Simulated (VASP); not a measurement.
Here is a VASP 6.6.1 calculation.

Contents of INCAR:

```
ALGO = Normal ; EDIFF = 1E-6
ENCUT = 520 ; GGA = PE
ISIF = 2 ; ISMEAR = -1
IVDW = 12 ; LASPH = T
LCHARG = F ; LREAL = F
LWAVE = F ; NBANDS = 17
NELM = 60 ; PREC = Accurate
SIGMA = 0.05
```

KPOINTS

```
k-points
0
Gamma
  3 3 3
```

File POSCAR:

```
BiAs
1.0
    0.0000000000      3.3531471192      3.3531471192
    3.3531471192      0.0000000000      3.3531471192
    3.3531471192      3.3531471192      0.0000000000
As Bi
1 1
Direct
    0.0000000000      0.0000000000      0.0000000000
    0.2500000000      0.2500000000      0.2500000000
```

Potentials or basis: VASP PAW PBE potentials, release 64 (As, Bi_d).

Launch:

```bash
$ cat potpaw_PBE.64/As/POTCAR potpaw_PBE.64/Bi_d/POTCAR > POTCAR
$ mpirun -np 1 vasp_std > vasp.out
```

**Question.** Predict the dispersion energy per atom.

**Answer.** -0.312 eV.

**Question.** Estimate the band gap on the k mesh.

**Answer.** 0.21 eV.

**Question.** What does it give for the pressure?

**Answer.** -2.8 GPa.

Caveat: the k points lie up to 0.54 Å⁻¹ apart; three body term missing; spin-orbit coupling is left out, which moves the levels of the heavy elements; an odd mesh through Γ misses points on the zone boundary, where band edges can lie.
